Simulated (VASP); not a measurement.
# Si15C in VASP: single point with PBEsol

Aim: the single point of Si15C with PBEsol.

All numbers are computed with VASP 6.6.1; they aren't measurements. Logs are shortened: lines on timing, memory, paths and dates and some standing lists are left out, and cuts for length are marked.

## (1) The cell of the first run

The typed cell holds 64 atoms: a = 10.602 Å, b = 10.602 Å, c = 10.602 Å, α = 90.00°, β = 90.00°, γ = 90.00°.

## (2) Single point, PBEsol

File INCAR:

```
ALGO     = Normal         # electronic algorithm
EDIFF    = 1E-6           # SCF threshold, eV
ENCUT    = 520            # plane-wave cutoff, eV
GGA      = PS             # functional
ISIF     = 2              # what is computed and relaxed
ISMEAR   = -1             # smearing method
LASPH    = T              # aspherical terms in the spheres
LCHARG   = F              # write CHGCAR
LREAL    = Auto         
LWAVE    = F              # write WAVECAR
NBANDS   = 166            # bands
NELM     = 100            # most SCF steps
PREC     = Accurate       # precision mode
SIGMA    = 0.05           # smearing width, eV
```

File KPOINTS:

```
Automatic mesh
0
Gamma
  1 1 1
  0.5 0.5 0.5
```

File POSCAR:

```
Si15C
1.0
   10.6018311994      0.0000000000      0.0000000000
    0.0000000000     10.6018311994      0.0000000000
    0.0000000000      0.0000000000     10.6018311994
Si C
60 4
Direct
    0.0018050000      0.9951930000      0.9944410000
    0.9981950000      0.5004960000      0.0033460000
    0.9975160000      0.5005870000      0.4983830000
    0.4932030000      0.0021110000      0.9957990000
    0.4936110000      0.9973780000      0.5029580000
    0.5169340000      0.5156700000      0.0198020000
    0.5195610000      0.4846630000      0.4809880000
    0.1251900000      0.1226580000      0.1247090000
    0.1243570000      0.0969140000      0.6242060000
    0.1244730000      0.6339180000      0.1248890000
    0.1256190000      0.6245710000      0.6269730000
    0.6247580000      0.1303800000      0.1310420000
    0.6250680000      0.1307710000      0.6177970000
    0.6254910000      0.6275210000      0.6190090000
    0.2534020000      0.2445970000      0.9948190000
    0.2469620000      0.2407460000      0.5042920000
    0.2504100000      0.7581670000      0.9928590000
    0.2482910000      0.7574210000      0.5029870000
    0.7501520000      0.2501560000      0.0003340000
    0.7375650000      0.2661700000      0.4787400000
    0.7305320000      0.7269520000      0.0230220000
    0.7580100000      0.7583670000      0.5011700000
    0.3835290000      0.3768380000      0.1265020000
    0.3813920000      0.3728360000      0.6177070000
    0.3800060000      0.8686140000      0.1280070000
    0.3547840000      0.8925090000      0.6409620000
    0.8664170000      0.3763910000      0.1332930000
    0.8691400000      0.3733990000      0.6191060000
    0.8689140000      0.8683800000      0.1232940000
    0.8953610000      0.8937420000      0.6094600000
    0.2523110000      0.0006860000      0.2561940000
    0.2493620000      0.5008170000      0.2482190000
    0.2587130000      0.4996740000      0.7503050000
    0.7555640000      0.0002590000      0.2573960000
    0.7551760000      0.9999480000      0.7441380000
    0.7217170000      0.4995300000      0.2510010000
    0.7474570000      0.5003840000      0.7504850000
    0.3831670000      0.1332030000      0.3740150000
    0.3517520000      0.1057260000      0.8521840000
    0.3822170000      0.6234790000      0.3722100000
    0.3829700000      0.6256020000      0.8823440000
    0.8909600000      0.1127590000      0.3964580000
    0.8749710000      0.1253300000      0.8748390000
    0.8655400000      0.6221470000      0.3708970000
    0.8693900000      0.6285870000      0.8803790000
    0.9981980000      0.2443300000      0.2560870000
    0.0012060000      0.2416080000      0.7418900000
    0.9976290000      0.7565880000      0.2575000000
    0.0016190000      0.7587190000      0.7486990000
    0.5185480000      0.2705610000      0.2657310000
    0.4931760000      0.2441070000      0.7519060000
    0.5173010000      0.7299760000      0.2342350000
    0.4934140000      0.7552040000      0.7471950000
    0.1253840000      0.3727070000      0.3768100000
    0.1252970000      0.3733950000      0.8718480000
    0.1094590000      0.8947570000      0.3942290000
    0.1404690000      0.8921210000      0.8554080000
    0.6199990000      0.3769970000      0.8807650000
    0.6221680000      0.8688050000      0.3722380000
    0.6269140000      0.8684000000      0.8793910000
    0.0066570000      0.0022500000      0.5083360000
    0.6239400000      0.6153480000      0.1339050000
    0.2401530000      0.9991390000      0.7413000000
    0.6270520000      0.3818390000      0.3668830000
```

Potentials or basis: VASP PAW PBE potentials, release 64 (Si, C).

The run is started by

```
$ cat potpaw_PBE.64/Si/POTCAR potpaw_PBE.64/C/POTCAR > POTCAR
$ mpirun -np 1 vasp_std > vasp.out
```

OUTCAR:

```text
EDIFF = 1E-6
   ENCUT = 520
   GGA = PS
   ISIF = 2
   ISMEAR = -1
   LASPH = T
   LREAL = Auto
   NELM = 100
   PREC = Accurate

 ion  position               nearest neighbor table
   1  0.002  0.995  0.994-  43 2.31   8 2.33  57 2.35  29 2.38
   2  0.998  0.500  0.003-  45 2.33  10 2.34  55 2.36  27 2.36
   3  0.998  0.501  0.498-  28 2.30  54 2.31  11 2.33  44 2.33
   4  0.493  0.002  0.996-  25 2.33  60 2.35  39 2.40  12 2.42
   5  0.494  0.997  0.503-  38 2.31  13 2.33  26 2.35  59 2.37
   6  0.517  0.516  0.020-  62 1.97  23 2.33  41 2.35  58 2.35
[... 56 lines left out ...]
  63  0.240  0.999  0.741-  57 1.97  26 1.97  39 2.01   9 2.03
  64  0.627  0.382  0.367-  50 1.97   7 1.99  36 2.02  20 2.07

  LATTYP: Found a simple cubic cell.
 ALAT       =    10.6018311994

  Lattice vectors:

 A1 = (  10.6018311994,   0.0000000000,   0.0000000000)
 A2 = (   0.0000000000,  10.6018311994,   0.0000000000)
 A3 = (   0.0000000000,   0.0000000000,  10.6018311994)

Analysis of symmetry for initial positions (statically):
=====================================================================
 Subroutine PRICEL returns:
 Original cell was already a primitive cell.

 Routine SETGRP: Setting up the symmetry group for a
 simple cubic supercell.

 Subroutine GETGRP returns: Found  1 space group operations
 (whereof  1 operations were pure point group operations)
 out of a pool of 48 trial point group operations.

The static configuration has the point symmetry C_1 .

Analysis of symmetry for dynamics (positions and initial velocities):
=====================================================================
 Subroutine PRICEL returns:
 Original cell was already a primitive cell.

 Routine SETGRP: Setting up the symmetry group for a
 simple cubic supercell.

 Subroutine GETGRP returns: Found  1 space group operations
 (whereof  1 operations were pure point group operations)
 out of a pool of 48 trial point group operations.

The dynamic configuration has the point symmetry C_1 .

 Subroutine INISYM returns: Found  1 space group operations
 (whereof  1 operations are pure point group operations),
 and found     1 'primitive' translations

----------------------------------------------------------------------------------------

                                     Primitive cell

  volume of cell :    1191.6334

  direct lattice vectors                    reciprocal lattice vectors
[... 192 lines left out ...]
   NFREE  =      0    steps in history (QN), initial steepest desc. (CG)
   ISIF   =      2    stress and relaxation
   ISYM   =      2    0-nonsym 1-usesym 2-fastsym
   POTIM  = 0.5000    time-step for ionic-motion
   TEBEG  =    0.0;   TEEND  =   0.0 temperature during run
   PSTRESS=    0.0 pullay stress
   NELECT =     256.0000    total number of electrons
   NUPDOWN=      -1.0000    fix difference up-down
   EMIN   =  10.00;   EMAX   =-10.00  energy-range for DOS
   EFERMI =   0.00;   METHOD = LEGACY
   ISMEAR =    -1;   SIGMA  =   0.05  broadening in eV -4-tet -1-fermi 0-gaus
   EFERMI_NEDOS =   21; number of points for ismear=-14 and -15
   IALGO  =     38    algorithm
   IMIX   =      4    mixing-type and parameters
     AMIX     =   0.40;   BMIX     =  1.00
     AMIX_MAG =   1.60;   BMIX_MAG =  1.00
  volume/ion in A,a.u.               =      18.62       125.65
  Fermi-wavevector in a.u.,A,eV,Ry     =   0.980484  1.852846 13.079951  0.961349
  Thomas-Fermi vector in A             =   2.111418
   LORBIT       =      0    0 simple, 1 ext, 2 COOP (PROOUT), +10 PAW based schemes
   GGA     = PS    functional components
   LHFCALC =     F    Hartree Fock is set to
   AEXX    =    0.0000 exact exchange contribution
   IVDW    =     0    specifies the selected vdW correction
   LEPSILON=     F    determine dielectric tensor
   LRPA    =     F    only Hartree local field effects (RPA)
 non-spin polarized calculation
  energy-cutoff  :      520.00
  volume of cell :     1191.63
 maximum number of plane-waves:     32104
 NGX is ok and might be reduce to    80
   NGX = 39   NGY = 39   NGZ = 39

 number of electron     256.0000003 magnetization

 Free energy of the ion-electron system (eV)
  ---------------------------------------------------
  ext. energy  EPLUGINS =         0.00000000
  ---------------------------------------------------
  free energy    TOTEN  =      -372.83829015 eV

  energy without entropy =     -372.83744068  energy(sigma->0) =     -372.83786542

 E-fermi :   6.2090     XC(G=0):  -9.7479

 val. band max:        5.7644874688   @ k =   0.5000   0.5000   0.5000
 cond. band min:       6.5951837711   @ k =   0.5000   0.5000   0.5000
 fundamental gap:      0.8306963023
 Fermi energy:         6.2089991207

 k-point     1 :       0.5000    0.5000    0.5000
  band No.  band energies     occupation
      1      -7.0237      2.00000
      2      -7.0227      2.00000
      3      -6.4778      2.00000
      4      -6.4219      2.00000
      5      -5.1466      2.00000
      6      -5.1266      2.00000
[... 132 lines left out ...]
    139       7.5879      0.00000
    140       7.6214      0.00000
 [bands above 140 left out]

------------------------ aborting loop because EDIFF is reached ----------------------------------------

  FORCE on cell =-STRESS in cart. coord.  units (eV):
  Direction    XX          YY          ZZ          XY          YZ          ZX
  --------------------------------------------------------------------------------------
  -------------------------------------------------------------------------------------
  Total        1.2718639      1.2625955      0.0772149      0.1792550      0.6320457     -0.6328896
  in kB        1.7100490      1.6975875      0.1038172      0.2410123      0.8497993     -0.8509340
  external PRESSURE =       1.1704845 kB  Pullay stress =       0.0000000 kB

 VOLUME and BASIS-vectors are now :
 -----------------------------------------------------------------------------
  energy-cutoff  :      520.00
  volume of cell :     1191.63
      direct lattice vectors                 reciprocal lattice vectors
    10.601831199  0.000000000  0.000000000     0.094323328  0.000000000  0.000000000
     0.000000000 10.601831199  0.000000000     0.000000000  0.094323328  0.000000000
     0.000000000  0.000000000 10.601831199     0.000000000  0.000000000  0.094323328

 POSITION                                       TOTAL-FORCE (eV/Angst)
 -----------------------------------------------------------------------------------
      0.01914     10.55087     10.54290        -0.000074     -0.006000     -0.003190
     10.58269      5.30617      0.03547         0.003091     -0.000188     -0.001188
     10.57550      5.30714      5.28377         0.003351     -0.000376      0.000299
      5.22885      0.02238     10.55729         0.000390      0.004023      0.000984
      5.23318     10.57403      5.33228        -0.002279     -0.005593      0.002923
      5.48045      5.46705      0.20994        -0.009195     -0.004629     -0.013540
[... 56 lines left out ...]
      2.54606     10.59270      7.85914         0.009057      0.011280      0.000985
      6.64790      4.04819      3.88963         0.019155     -0.006065      0.001773
 -----------------------------------------------------------------------------------
    total drift:                                0.018003      0.013780     -0.000211

  FREE ENERGIE OF THE ION-ELECTRON SYSTEM (eV)
  ---------------------------------------------------
  free  energy   TOTEN  =      -372.8382901547 eV

  energy  without entropy=     -372.8374406825  energy(sigma->0) =     -372.83786542
```

Wall time 4 min (1 thread of Intel Xeon Platinum 8559C (Emerald Rapids), shared host); peak memory 0.96 GiB.

What came out:

| Item | Value |
| --- | --- |
| Free energy | -372.8383 eV |
| Pressure | 0.1 GPa |
| Largest force | 0.020 eV/Å |
| Band gap on the k mesh | 0.83 eV |

Forces in eV/Å, atoms in the order of the input:
```
Si   0.000 -0.006 -0.003
Si   0.003  0.000 -0.001
Si   0.003  0.000  0.000
Si   0.000  0.004  0.001
Si  -0.002 -0.006  0.003
Si  -0.009 -0.005 -0.014
Si  -0.007  0.000  0.013
Si  -0.002  0.000  0.000
Si   0.004  0.009 -0.002
Si  -0.002  0.004  0.002
Si  -0.001 -0.004  0.001
Si  -0.002  0.001  0.001
Si   0.002 -0.001  0.001
Si  -0.001  0.003 -0.003
Si   0.000 -0.001  0.002
Si  -0.003 -0.001  0.001
Si  -0.002  0.001 -0.001
Si   0.007 -0.002 -0.003
Si   0.005 -0.003 -0.007
Si  -0.005 -0.002  0.000
Si  -0.005  0.003 -0.001
Si   0.003  0.005  0.007
Si   0.003 -0.007 -0.006
Si   0.001  0.004 -0.001
Si   0.004 -0.003  0.004
Si   0.012 -0.006 -0.001
Si  -0.001 -0.001  0.003
Si  -0.001  0.003  0.000
Si  -0.003  0.001 -0.001
Si  -0.014 -0.012  0.000
Si   0.003 -0.002  0.004
Si  -0.005  0.000  0.000
Si   0.004 -0.001  0.000
Si   0.000  0.003 -0.001
Si   0.002 -0.002  0.000
Si   0.008  0.004  0.000
Si   0.001 -0.004  0.000
Si   0.006  0.005 -0.006
Si   0.003 -0.004  0.001
Si  -0.001  0.006  0.004
Si   0.001 -0.002  0.000
Si  -0.001 -0.004  0.000
Si  -0.003  0.005  0.007
Si  -0.001 -0.002  0.000
Si  -0.001  0.001 -0.001
Si   0.003 -0.002  0.000
Si  -0.002  0.000 -0.002
Si   0.004  0.002  0.001
Si  -0.006  0.003  0.006
Si  -0.012 -0.014  0.000
Si   0.001 -0.002  0.003
Si  -0.005  0.011  0.002
Si  -0.003  0.004 -0.004
Si  -0.001  0.004  0.000
Si  -0.001  0.002  0.002
Si   0.000 -0.007 -0.013
Si  -0.004 -0.009  0.011
Si  -0.006 -0.001  0.002
Si  -0.005 -0.003 -0.003
Si   0.004  0.001  0.001
C   -0.007  0.017 -0.007
C    0.011  0.007 -0.001
C    0.009  0.011  0.001
C    0.019 -0.006  0.002
```

Caveat: the k points lie up to 0.59 Å⁻¹ apart; the PAW data sets were made with another functional, which shifts forces and pressure a little.
